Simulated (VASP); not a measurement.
# Pb (Fm-3m) in VASP: notebook, part 2 of 2

VASP 6.6.1.

### Step 3. Single point, PBE

File INCAR:

```
PREC = Accurate
ENCUT = 520
EDIFF = 1E-7
ISMEAR = -1
SIGMA = 0.05
LREAL = False
LASPH = True
NELM = 60
ALGO = Normal
ISIF = 2
LWAVE = False
LCHARG = False
GGA = PE
NBANDS = 13
```

File KPOINTS:

```
regular mesh
0
Gamma
  13 13 13
```

File POSCAR:

```
Pb
1.0
    0.0000000000      2.4947547435      2.4947547435
    2.4947547435      0.0000000000      2.4947547435
    2.4947547435      2.4947547435      0.0000000000
Pb
1
Direct
    0.0000000000      0.0000000000      0.0000000000
```

Potentials or basis: VASP PAW PBE potentials, release 64 (Pb_d).

On the command line:

```bash
$ cat potpaw_PBE.64/Pb_d/POTCAR > POTCAR
$ mpirun -np 1 vasp_std > vasp.out
```

OUTCAR:

```text
PREC = Accurate
   ENCUT = 520
   EDIFF = 1E-7
   ISMEAR = -1
   LREAL = False
   LASPH = True
   NELM = 60
   ISIF = 2
   GGA = PE

 ion  position               nearest neighbor table
   1  0.000  0.000  0.000-

  LATTYP: Found a face centered cubic cell.
 ALAT       =     4.9895094870

  Lattice vectors:

 A1 = (   0.0000000000,   2.4947547435,   2.4947547435)
 A2 = (   2.4947547435,   0.0000000000,   2.4947547435)
 A3 = (   2.4947547435,   2.4947547435,   0.0000000000)

Analysis of symmetry for initial positions (statically):
=====================================================================
 Subroutine PRICEL returns:
 Original cell was already a primitive cell.

 Routine SETGRP: Setting up the symmetry group for a
 face centered cubic supercell.

 Subroutine GETGRP returns: Found 48 space group operations
 (whereof 48 operations were pure point group operations)
 out of a pool of 48 trial point group operations.

The static configuration has the point symmetry O_h .

Analysis of symmetry for dynamics (positions and initial velocities):
=====================================================================
 Subroutine PRICEL returns:
 Original cell was already a primitive cell.

 Routine SETGRP: Setting up the symmetry group for a
 face centered cubic supercell.

 Subroutine GETGRP returns: Found 48 space group operations
 (whereof 48 operations were pure point group operations)
 out of a pool of 48 trial point group operations.

The dynamic configuration has the point symmetry O_h .

 Subroutine INISYM returns: Found 48 space group operations
 (whereof 48 operations are pure point group operations),
 and found     1 'primitive' translations

----------------------------------------------------------------------------------------

                                     Primitive cell

  volume of cell :      31.0537

  direct lattice vectors                    reciprocal lattice vectors
     0.000000000  2.494754744  2.494754744    -0.200420503  0.200420503  0.200420503
     2.494754744  0.000000000  2.494754744     0.200420503 -0.200420503  0.200420503
     2.494754744  2.494754744  0.000000000     0.200420503  0.200420503 -0.200420503

  length of vectors
     3.528115993  3.528115993  3.528115993     0.347138494  0.347138494  0.347138494

  position of ions in fractional coordinates (direct lattice)
     0.000000000  0.000000000  0.000000000

  ion indices of the primitive-cell ions
   primitive index   ion index
                 1           1

----------------------------------------------------------------------------------------

 KPOINTS: regular mesh

Automatic generation of k-mesh.
 Grid dimensions read from file:
 generate k-points for:   13   13   13

 Generating k-lattice:

  Cartesian coordinates                     Fractional coordinates (reciprocal lattice)
    -0.015416962  0.015416962  0.015416962     0.076923077  0.000000000  0.000000000
     0.015416962 -0.015416962  0.015416962     0.000000000  0.076923077  0.000000000
     0.015416962  0.015416962 -0.015416962     0.000000000  0.000000000  0.076923077

  Length of vectors
     0.026702961  0.026702961  0.026702961

  Shift w.r.t. Gamma in fractional coordinates (k-lattice)
     0.000000000  0.000000000  0.000000000

 Subroutine IBZKPT returns following result:
 ===========================================

 Found     84 irreducible k-points:

 Following reciprocal coordinates:
            Coordinates               Weight
  0.000000  0.000000  0.000000      1.000000
  0.076923  0.000000  0.000000      8.000000
  0.153846  0.000000  0.000000      8.000000
  0.230769  0.000000  0.000000      8.000000
  0.307692  0.000000  0.000000      8.000000
  0.384615  0.000000  0.000000      8.000000
[... 16 lines left out ...]
  0.384615  0.153846  0.000000     24.000000
  0.461538  0.153846  0.000000     24.000000
 [... further k-points ...]
   k-points           NKPTS =     84   k-points in BZ     NKDIM =     84   number of bands    NBANDS=     13
   number of dos      NEDOS =    301   number of ions     NIONS =      1
   total plane-waves  NPLWV =  21952
   dimension x,y,z NGX =    28 NGY =   28 NGZ =   28
   dimension x,y,z NGXF=    56 NGYF=   56 NGZF=   56
   ions per type =               1
   NGX,Y,Z   is equivalent  to a cutoff of  13.19, 13.19, 13.19 a.u.
   NGXF,Y,Z  is equivalent  to a cutoff of  26.39, 26.39, 26.39 a.u.
 SYSTEM =  unknown system
   PREC   = accura    normal or accurate (medium, high low for compatibility)
   ISTART =      0    job   : 0-new  1-cont  2-samecut
   ICHARG =      2    charge: 1-file 2-atom 10-const
   ISPIN  =      1    spin polarized calculation?
   LNONCOLLINEAR =      F non collinear calculations
   LSORBIT =      F    spin-orbit coupling
   LASPH  =      T    aspherical Exc in radial PAW
   ENCUT  =  520.0 eV  38.22 Ry    6.18 a.u.   6.56  6.56  6.56*2*pi/ulx,y,z
   NELM   =     60;   NELMIN=  2; NELMDL= -5     # of ELM steps
   EDIFF  = 0.1E-06   stopping-criterion for ELM
   LREAL  =      F    real-space projection
   EDIFFG = 0.1E-05   stopping-criterion for IOM
   NSW    =      0    number of steps for IOM
   IBRION =     -1    ionic relax: 0-MD 1-quasi-New 2-CG
   NFREE  =      0    steps in history (QN), initial steepest desc. (CG)
   ISIF   =      2    stress and relaxation
   ISYM   =      2    0-nonsym 1-usesym 2-fastsym
   POTIM  = 0.5000    time-step for ionic-motion
   TEBEG  =    0.0;   TEEND  =   0.0 temperature during run
   PSTRESS=    0.0 pullay stress
   NELECT =      14.0000    total number of electrons
   NUPDOWN=      -1.0000    fix difference up-down
   EMIN   =  10.00;   EMAX   =-10.00  energy-range for DOS
   EFERMI =   0.00;   METHOD = LEGACY
   ISMEAR =    -1;   SIGMA  =   0.05  broadening in eV -4-tet -1-fermi 0-gaus
   EFERMI_NEDOS =   21; number of points for ismear=-14 and -15
   IALGO  =     38    algorithm
   IMIX   =      4    mixing-type and parameters
     AMIX     =   0.40;   BMIX     =  1.00
     AMIX_MAG =   1.60;   BMIX_MAG =  1.00
  volume/ion in A,a.u.               =      31.05       209.56
  Fermi-wavevector in a.u.,A,eV,Ry     =   1.255297  2.372166 21.439643  1.575769
  Thomas-Fermi vector in A             =   2.389060
   LORBIT       =      0    0 simple, 1 ext, 2 COOP (PROOUT), +10 PAW based schemes
   GGA     = PE    functional components
   LHFCALC =     F    Hartree Fock is set to
   AEXX    =    0.0000 exact exchange contribution
   IVDW    =     0    specifies the selected vdW correction
   LEPSILON=     F    determine dielectric tensor
   LRPA    =     F    only Hartree local field effects (RPA)
 non-spin polarized calculation
  energy-cutoff  :      520.00
  volume of cell :       31.05
 maximum number of plane-waves:       869
   NGX = 13   NGY = 13   NGZ = 13

 number of electron      14.0000000 magnetization

 Free energy of the ion-electron system (eV)
  ---------------------------------------------------
  ext. energy  EPLUGINS =         0.00000000
  ---------------------------------------------------
  free energy    TOTEN  =        -3.56054904 eV

  energy without entropy =       -3.55529100  energy(sigma->0) =       -3.55792002

 E-fermi :   7.0842     XC(G=0): -10.0708

 val. band max:        7.0366398680   @ k =  -0.2308   0.1538   0.0000
 cond. band min:       7.1034834388   @ k =   0.3846   0.2308   0.0769
 fundamental gap:      0.0668435708
 Fermi energy:         7.0842054579

 k-point     1 :       0.0000    0.0000    0.0000
  band No.  band energies     occupation
      1     -10.0376      2.00000
      2     -10.0376      2.00000
      3     -10.0376      2.00000
      4      -9.9079      2.00000
      5      -9.9079      2.00000
      6      -4.5768      2.00000
      7      14.2490      0.00000
      8      14.2490      0.00000
      9      14.2490      0.00000
     10      16.7650      0.00000
     11      18.0556      0.00000
     12      19.3282      0.00000
     13      19.3282      0.00000
[... 353 lines left out ...]
 k-point    24 :       0.4615    0.1538    0.0000
  band No.  band energies     occupation
      1     -10.0671      2.00000
      2     -10.0038      2.00000
      3      -9.9700      2.00000
      4      -9.8527      2.00000
      5      -9.7796      2.00000
      6      -1.3360      2.00000
      7       4.2221      2.00000
      8      10.1775      0.00000
      9      11.2777      0.00000
     10      14.6447      0.00000
     11      18.9978      0.00000
     12      19.9794      0.00000
     13      20.6030      0.00000

 [... further k-points ...]

------------------------ aborting loop because EDIFF is reached ----------------------------------------

  FORCE on cell =-STRESS in cart. coord.  units (eV):
  Direction    XX          YY          ZZ          XY          YZ          ZX
  --------------------------------------------------------------------------------------
  -------------------------------------------------------------------------------------
  Total        0.2366023      0.2366023      0.2366023     -0.0000000      0.0000000      0.0000000
  in kB       12.2071968     12.2071968     12.2071968     -0.0000000      0.0000000      0.0000000
  external PRESSURE =      12.2071968 kB  Pullay stress =       0.0000000 kB

 VOLUME and BASIS-vectors are now :
 -----------------------------------------------------------------------------
  energy-cutoff  :      520.00
  volume of cell :       31.05
      direct lattice vectors                 reciprocal lattice vectors
     0.000000000  2.494754744  2.494754744    -0.200420503  0.200420503  0.200420503
     2.494754744  0.000000000  2.494754744     0.200420503 -0.200420503  0.200420503
     2.494754744  2.494754744  0.000000000     0.200420503  0.200420503 -0.200420503

 POSITION                                       TOTAL-FORCE (eV/Angst)
 -----------------------------------------------------------------------------------
      0.00000      0.00000      0.00000         0.000000      0.000000      0.000000
 -----------------------------------------------------------------------------------
    total drift:                               -0.000000     -0.000000     -0.000000

  FREE ENERGIE OF THE ION-ELECTRON SYSTEM (eV)
  ---------------------------------------------------
  free  energy   TOTEN  =        -3.5605490352 eV

  energy  without entropy=       -3.5552909994  energy(sigma->0) =       -3.55792002
```

Run time: 26 s. Hardware: 1 thread of Intel Xeon Platinum 8375C at 2.90GHz (Ice Lake), shared host; peak memory 0.17 GiB.

Results:

```
Free energy            : -3.5605 eV
Pressure               : 1.2 GPa
Band gap on the k mesh : zero (band 7 reaches 14.25 eV, above the bottom of band 8 at 5.40 eV)
```

Caveat: spin-orbit coupling is left out, which moves the levels of the heavy elements.

### Step 4. Single point, LDA

File INCAR:

```
SYSTEM = Pb
PREC = Accurate
ENCUT = 520
EDIFF = 1E-6
ISMEAR = -1
SIGMA = 0.05
LREAL = .False.
LASPH = .True.
NELM = 60
ALGO = Normal
ISIF = 2
LWAVE = .False.
LCHARG = .True.
LELF = .True.
LVHAR = .True.
NBANDS = 13
```

File KPOINTS:

```
regular mesh
0
Gamma
  13 13 13
  0 0 0
```

POSCAR is that of step 3.

Potentials or basis: VASP PAW LDA potentials, release 64 (Pb_d).

On the command line:

```bash
$ cat potpaw_LDA.64/Pb_d/POTCAR > POTCAR
$ mpirun -np 1 vasp_std > vasp.out
```

It took 29 s on 1 thread of Intel Xeon Platinum 8375C at 2.90GHz (Ice Lake), shared host; peak memory 0.16 GiB.

Results (log left out):

```
Free energy            : -4.2359 eV
Pressure               : -2.9 GPa
Band gap on the k mesh : zero (band 7 reaches 13.90 eV, above the bottom of band 8 at 5.13 eV)
```

Levels at points of the mesh, in eV from the Fermi level:
```csv
k point,band 5,band 6,band 7,band 8,band 9,band 10
"(0.00, 0.00, 0.00)",-16.92,-11.66,7.10,7.10,7.10,9.76
```

Caveat: spin-orbit coupling is left out, which moves the levels of the heavy elements.

### Step 5. Overview

```tsv
level	potentials or basis	gap on the mesh (eV)	pressure (GPa)
PBEsol	VASP PAW PBE potentials, release 64 (Pb_d)	none	-1.5
PBE	VASP PAW PBE potentials, release 64 (Pb_d)	none	1.2
LDA	VASP PAW LDA potentials, release 64 (Pb_d)	none	-2.9
```

Alike in all rows: task single point; no spin polarisation; cell as given; k mesh 13 × 13 × 13; cutoff (eV) 520; smearing fermi-dirac 0.05 eV.

Caveats: spin-orbit coupling is left out, which moves the levels of the heavy elements; the PAW data sets were made with another functional, which shifts forces and pressure a little (some runs).

Total energies depend on the potentials used, so only differences within one code and one set of settings carry meaning.
